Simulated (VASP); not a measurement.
# K (P6/mmm) in VASP: further runs

Runs on K. Level: revPBE. Tasks: single point.

Program: VASP 6.6.1. These are calculated values, not measurements. Logs are shortened: lines on timing, memory, paths and dates and some standing lists are left out, and cuts for length are marked.

## 1. The cell of the first run

The structure is hexagonal, space group P6/mmm (No. 191). The conventional cell has a = 7.956 Å, b = 7.956 Å, c = 4.742 Å, α = 90.00°, β = 90.00°, γ = 120.00°.

## 2. Single point, revPBE (volume scaled by 1.08)

Contents of INCAR:

```
SYSTEM = K
PREC = Accurate
ENCUT = 520
EDIFF = 1E-7
ISMEAR = -1
SIGMA = 0.1
LREAL = .False.
LASPH = .True.
NELM = 60
ALGO = Normal
ISIF = 2
LWAVE = .False.
LCHARG = .True.
GGA = RE
LELF = .True.
LVHAR = .True.
NBANDS = 20
```

Contents of KPOINTS:

```
regular mesh
0
Gamma
  6 6 8
  0 0 0
```

Contents of POSCAR:

```
K
1.0
    7.9559327129      0.0000000000      0.0000000000
   -3.9779663565      6.8900398402      0.0000000000
    0.0000000000      0.0000000000      4.7422123780
K
3
Direct
    1.0000000000      0.0000000000      0.0000000000
    0.3333333333      0.6666666667      0.5000000000
    0.6666666667      0.3333333333      0.5000000000
```

Potentials or basis: VASP PAW PBE potentials, release 64 (K_sv).

On the command line:

```
$ cat potpaw_PBE.64/K_sv/POTCAR > POTCAR
$ mpirun -np 1 vasp_std > vasp.out
```

OUTCAR:

```text
SYSTEM = K
   PREC = Accurate
   ENCUT = 520
   EDIFF = 1E-7
   ISMEAR = -1
   LREAL = .False.
   LASPH = .True.
   NELM = 60
   ISIF = 2
   GGA = RE

 ion  position               nearest neighbor table
   1  0.000  0.000  0.000-
   2  0.333  0.667  0.500-
   3  0.667  0.333  0.500-

  LATTYP: Found a hexagonal cell.
 ALAT       =     7.9559327129
 C/A-ratio  =     0.5960598900

  Lattice vectors:

 A1 = (   7.9559327129,   0.0000000000,   0.0000000000)
 A2 = (  -3.9779663565,   6.8900398402,   0.0000000000)
 A3 = (   0.0000000000,   0.0000000000,   4.7422123780)

Analysis of symmetry for initial positions (statically):
=====================================================================
 Subroutine PRICEL returns:
 Original cell was already a primitive cell.

 Routine SETGRP: Setting up the symmetry group for a
 hexagonal supercell.

 Subroutine GETGRP returns: Found 24 space group operations
 (whereof 24 operations were pure point group operations)
 out of a pool of 24 trial point group operations.

The static configuration has the point symmetry D_6h.

Analysis of symmetry for dynamics (positions and initial velocities):
=====================================================================
 Subroutine PRICEL returns:
 Original cell was already a primitive cell.

 Routine SETGRP: Setting up the symmetry group for a
 hexagonal supercell.

 Subroutine GETGRP returns: Found 24 space group operations
 (whereof 24 operations were pure point group operations)
 out of a pool of 24 trial point group operations.

The dynamic configuration has the point symmetry D_6h.

 Subroutine INISYM returns: Found 24 space group operations
 (whereof 24 operations are pure point group operations),
 and found     1 'primitive' translations

----------------------------------------------------------------------------------------

                                     Primitive cell

  volume of cell :     259.9524

  direct lattice vectors                    reciprocal lattice vectors
     7.955932713  0.000000000  0.000000000     0.125692365  0.072568521  0.000000000
    -3.977966357  6.890039840  0.000000000     0.000000000  0.145137042  0.000000000
     0.000000000  0.000000000  4.742212378     0.000000000  0.000000000  0.210872040

  length of vectors
[... 73 lines left out ...]
   NGXF,Y,Z  is equivalent  to a cutoff of  25.08, 25.08, 25.24 a.u.
 SYSTEM =  K
   PREC   = accura    normal or accurate (medium, high low for compatibility)
   ISTART =      0    job   : 0-new  1-cont  2-samecut
   ICHARG =      2    charge: 1-file 2-atom 10-const
   ISPIN  =      1    spin polarized calculation?
   LNONCOLLINEAR =      F non collinear calculations
   LSORBIT =      F    spin-orbit coupling
   LASPH  =      T    aspherical Exc in radial PAW
   ENCUT  =  520.0 eV  38.22 Ry    6.18 a.u.  14.79 14.79  8.82*2*pi/ulx,y,z
   NELM   =     60;   NELMIN=  2; NELMDL= -5     # of ELM steps
   EDIFF  = 0.1E-06   stopping-criterion for ELM
   LREAL  =      F    real-space projection
   EDIFFG = 0.1E-05   stopping-criterion for IOM
   NSW    =      0    number of steps for IOM
   IBRION =     -1    ionic relax: 0-MD 1-quasi-New 2-CG
   NFREE  =      0    steps in history (QN), initial steepest desc. (CG)
   ISIF   =      2    stress and relaxation
   ISYM   =      2    0-nonsym 1-usesym 2-fastsym
   POTIM  = 0.5000    time-step for ionic-motion
   TEBEG  =    0.0;   TEEND  =   0.0 temperature during run
   PSTRESS=    0.0 pullay stress
   NELECT =      27.0000    total number of electrons
   NUPDOWN=      -1.0000    fix difference up-down
   EMIN   =  10.00;   EMAX   =-10.00  energy-range for DOS
   EFERMI =   0.00;   METHOD = LEGACY
   ISMEAR =    -1;   SIGMA  =   0.10  broadening in eV -4-tet -1-fermi 0-gaus
   EFERMI_NEDOS =   21; number of points for ismear=-14 and -15
   IALGO  =     38    algorithm
   IMIX   =      4    mixing-type and parameters
     AMIX     =   0.40;   BMIX     =  1.00
     AMIX_MAG =   1.60;   BMIX_MAG =  1.00
  volume/ion in A,a.u.               =      86.65       584.75
  Fermi-wavevector in a.u.,A,eV,Ry     =   0.769540  1.454221  8.057269  0.592193
  Thomas-Fermi vector in A             =   1.870551
   LORBIT       =      0    0 simple, 1 ext, 2 COOP (PROOUT), +10 PAW based schemes
   GGA     = RE    functional components
   LHFCALC =     F    Hartree Fock is set to
   AEXX    =    0.0000 exact exchange contribution
   IVDW    =     0    specifies the selected vdW correction
   LEPSILON=     F    determine dielectric tensor
   LRPA    =     F    only Hartree local field effects (RPA)
 non-spin polarized calculation
  energy-cutoff  :      520.00
  volume of cell :      259.95
 maximum number of plane-waves:      7050
 NGX is ok and might be reduce to    60
   NGX = 29   NGY = 29   NGZ = 17

 number of electron      27.0000002 magnetization

 Free energy of the ion-electron system (eV)
  ---------------------------------------------------
  ext. energy  EPLUGINS =         0.00000000
  ---------------------------------------------------
  free energy    TOTEN  =        -2.84166504 eV

  energy without entropy =       -2.75555033  energy(sigma->0) =       -2.79860768

 E-fermi :  -0.3371     XC(G=0):  -5.1609

 val. band max:       -0.3378867314   @ k =   0.1667   0.1667   0.0000
 cond. band min:      -0.2963222019   @ k =   0.1667   0.1667   0.5000
 fundamental gap:      0.0415645295
 Fermi energy:        -0.3371308734

 k-point     1 :       0.0000    0.0000    0.0000
  band No.  band energies     occupation
      1     -32.7132      2.00000
      2     -32.7107      2.00000
      3     -32.6400      2.00000
      4     -16.1707      2.00000
      5     -16.1707      2.00000
      6     -16.1436      2.00000
[... 541 lines left out ...]
     19       1.8554      0.00000
     20       2.5409      0.00000

 [... further k-points ...]
[... 5 lines left out ...]
  --------------------------------------------------------------------------------------
  -------------------------------------------------------------------------------------
  Total       -0.3345160     -0.3345160     -0.3069122      0.0000000     -0.0000000      0.0000000
  in kB       -2.0617389     -2.0617389     -1.8916067      0.0000000     -0.0000000      0.0000000
  external PRESSURE =      -2.0050282 kB  Pullay stress =       0.0000000 kB

 VOLUME and BASIS-vectors are now :
 -----------------------------------------------------------------------------
  energy-cutoff  :      520.00
  volume of cell :      259.95
      direct lattice vectors                 reciprocal lattice vectors
     7.955932713  0.000000000  0.000000000     0.125692365  0.072568521  0.000000000
    -3.977966357  6.890039840  0.000000000     0.000000000  0.145137042  0.000000000
     0.000000000  0.000000000  4.742212378     0.000000000  0.000000000  0.210872040

 POSITION                                       TOTAL-FORCE (eV/Angst)
 -----------------------------------------------------------------------------------
      0.00000      0.00000      0.00000         0.000000      0.000000      0.000000
     -0.00000      4.59336      2.37111         0.000000     -0.000000     -0.000000
      3.97797      2.29668      2.37111        -0.000000      0.000000      0.000000
 -----------------------------------------------------------------------------------
    total drift:                                0.000000     -0.000000      0.000000

  FREE ENERGIE OF THE ION-ELECTRON SYSTEM (eV)
  ---------------------------------------------------
  free  energy   TOTEN  =        -2.8416650409 eV

  energy  without entropy=       -2.7555503285  energy(sigma->0) =       -2.79860768
```

OSZICAR:

```text
N       E                     dE             d eps       ncg     rms          rms(c)
DAV:   1     0.185372825096E+03    0.18537E+03   -0.10599E+04  1416   0.103E+03
DAV:   2     0.116317866777E+02   -0.17374E+03   -0.17143E+03  1572   0.290E+02
DAV:   3    -0.210465773249E+01   -0.13736E+02   -0.13647E+02  2248   0.646E+01
DAV:   4    -0.280327893662E+01   -0.69862E+00   -0.69509E+00  2036   0.129E+01
DAV:   5    -0.282303389867E+01   -0.19755E-01   -0.19753E-01  2060   0.211E+00    0.241E+00
DAV:   6    -0.283338831076E+01   -0.10354E-01   -0.85553E-03  1732   0.591E-01    0.144E+00
DAV:   7    -0.284101609071E+01   -0.76278E-02   -0.91888E-03  1648   0.646E-01    0.825E-02
DAV:   8    -0.284164202938E+01   -0.62594E-03   -0.97522E-04  2316   0.198E-01    0.280E-02
DAV:   9    -0.284166405294E+01   -0.22024E-04   -0.31543E-05  1852   0.334E-02    0.121E-02
DAV:  10    -0.284166506930E+01   -0.10164E-05   -0.31844E-06  2048   0.106E-02    0.350E-03
DAV:  11    -0.284166494746E+01    0.12184E-06   -0.18282E-07  1604   0.243E-03    0.100E-03
DAV:  12    -0.284166506001E+01   -0.11256E-06   -0.13427E-07  1372   0.199E-03    0.265E-04
DAV:  13    -0.284166504092E+01    0.19095E-07   -0.15719E-08  1048   0.815E-04
   1 F= -.28416650E+01 E0= -.27986077E+01  d E =-.861147E-01
```

It took 58 s on 1 thread of Intel Xeon 6975P-C (Granite Rapids), shared host; peak memory 0.41 GiB.

Results:

| Property | Result |
| --- | --- |
| Free energy | -2.8417 eV |
| Pressure | -0.2 GPa |

Caveat: the PAW data sets were made with another functional, which shifts forces and pressure a little.

## 3. Single point, revPBE (volume scaled by 1.12)

Contents of INCAR:

```
SYSTEM = K
ALGO = Normal
EDIFF = 1E-6
ENCUT = 520
GGA = RE
ISIF = 2
ISMEAR = -1
LASPH = .True.
LCHARG = .False.
LREAL = .False.
LWAVE = .False.
NBANDS = 20
NELM = 60
PREC = Accurate
SIGMA = 0.1
```

Contents of KPOINTS:

```
k-points
0
Gamma
  6 6 8
  0 0 0
```

Contents of POSCAR:

```
K
1.0
    8.0529658457      0.0000000000      0.0000000000
   -4.0264829229      6.9740729982      0.0000000000
    0.0000000000      0.0000000000      4.8000499365
K
3
Direct
    1.0000000000      0.0000000000      0.0000000000
    0.3333333333      0.6666666667      0.5000000000
    0.6666666667      0.3333333333      0.5000000000
```

Potentials or basis: VASP PAW PBE potentials, release 64 (K_sv).

On the command line:

```
$ cat potpaw_PBE.64/K_sv/POTCAR > POTCAR
$ mpirun -np 1 vasp_std > vasp.out
```

Wall time 50 s (1 thread of Intel Xeon 6975P-C (Granite Rapids), shared host); peak memory 0.4 GiB.

Results (log left out):

- Free energy: -2.8280 eV
- Pressure: -0.3 GPa

Levels at points of the mesh, in eV from the Fermi level:
| k point | band 11 | band 12 | band 13 | band 14 | band 15 | band 16 |
| --- | --- | --- | --- | --- | --- | --- |
| (0.00, 0.00, 0.00) | -15.77 | -15.77 | -1.89 | 1.06 | 1.06 | 1.06 |
| (0.50, 0.00, 0.00) | -15.77 | -15.77 | -1.05 | -1.04 | 0.41 | 0.54 |
| (0.00, 0.00, 0.50) | -15.77 | -15.77 | -0.23 | -0.11 | 1.83 | 1.83 |
| (0.50, 0.00, 0.50) | -15.77 | -15.77 | 0.50 | 0.52 | 0.59 | 0.60 |

Caveat: the PAW data sets were made with another functional, which shifts forces and pressure a little.

(Continued in part 2 of 3.)
